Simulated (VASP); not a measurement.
## Al: single point with PBE

Al, a wire with vacuum:

```
Al
1.0
    11.70000    0.00000    0.00000
     0.00000    9.30000    0.00000
     0.00000    0.00000    5.01649
Al
4
Direct
  0.38504 0.50000 0.00000
  0.38504 0.50000 0.50000
  0.61496 0.50000 0.00000
  0.61496 0.50000 0.50000
```

- Program: VASP 6.6.1
- Task: single point
- Functional: PBE
- Potentials or basis: VASP PAW PBE potentials, release 64 (Al)
- Cutoff: 520 eV
- k mesh: 1 × 1 × 13
- Occupations: gaussian, width 0.05 eV
- Spin: collinear spin
- Starting moments: [0.5, 0.5, 0.5, 0.5] μB

```yaml
Band_gap_on_the_k_mesh: zero (filled and empty bands overlap)
Net_moment: 0.01 μB per cell
Valence_electrons_inside_the_program's_atomic_spheres: Al 0.80
```

Levels at points of the mesh, in eV from the Fermi level:
Spin up:
| k point | band 2 | band 3 | band 4 | band 5 | band 6 | band 7 | band 8 | band 9 | band 10 | band 11 |
| --- | --- | --- | --- | --- | --- | --- | --- | --- | --- | --- |
| (0.00, 0.00, 0.00) | -5.02 | -1.98 | -1.31 | -1.16 | -1.04 | -0.26 | 0.80 | 1.56 | 2.72 | 3.10 |
Spin down:
| k point | band 3 | band 4 | band 5 | band 6 | band 7 | band 8 | band 9 | band 10 |
| --- | --- | --- | --- | --- | --- | --- | --- | --- |
| (0.00, 0.00, 0.00) | -1.98 | -1.30 | -1.15 | -1.04 | -0.26 | 0.80 | 1.56 | 2.73 |

It took 6 min on 1 thread of Intel Xeon 8259CL, on a shared host, peak memory 0.75 GiB.
